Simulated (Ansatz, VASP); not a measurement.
# One calculation of AlO6, two programs

```xyz
7
Lattice="7.6089 0.0000 0.0000 0.0000 2.5700 2.5700 0.0000 -2.5700 2.5700" Properties=species:S:1:pos:R:3 pbc="T T T"
Al    0.0000    0.0000    1.4146
O     3.1927    0.0000    3.9851
O     4.4162    0.0000    3.9851
O     6.8735   -1.2849    2.6998
O     0.7354    1.2849    2.6998
O     6.8735    1.2849    2.6998
O     0.7354   -1.2849    2.6998
```

Alike in both runs: functional PBE; k mesh 3 × 4 × 4; occupations gaussian, width 0.2 eV; no spin polarisation.

Ansatz relaxed the structure, and its values are those at the end. VASP's run is a single point on that final structure, the one shown.

```csv
,VASP,Ansatz
version,VASP 6.6.1,Ansatz 0.2.0
potentials or method,"VASP PAW PBE potentials, release 64 (Al, O), cutoff 520 eV","scalar-relativistic, plane waves, PAW"
valence electrons in the cell,39,39
```

|  | VASP | Ansatz | Ansatz less VASP |
| --- | --- | --- | --- |
| gap on the k mesh at the Fermi level (eV) | none | none | - |
| pressure (GPa) | 1.1 | 0.2 | -0.93 |
| rms of the force components (eV/Å) | 0.368 | 0.007 | -0.3607 |

A gap of «none» marks a metal or a gap that the smearing closes. The functional is the same, so the differences come from potentials, cutoffs and numerics.

The k mesh is coarse, so the values compare programs but aren't converged. Noted on VASP's run: the standard files for N, O and F lose accuracy on very short bonds.
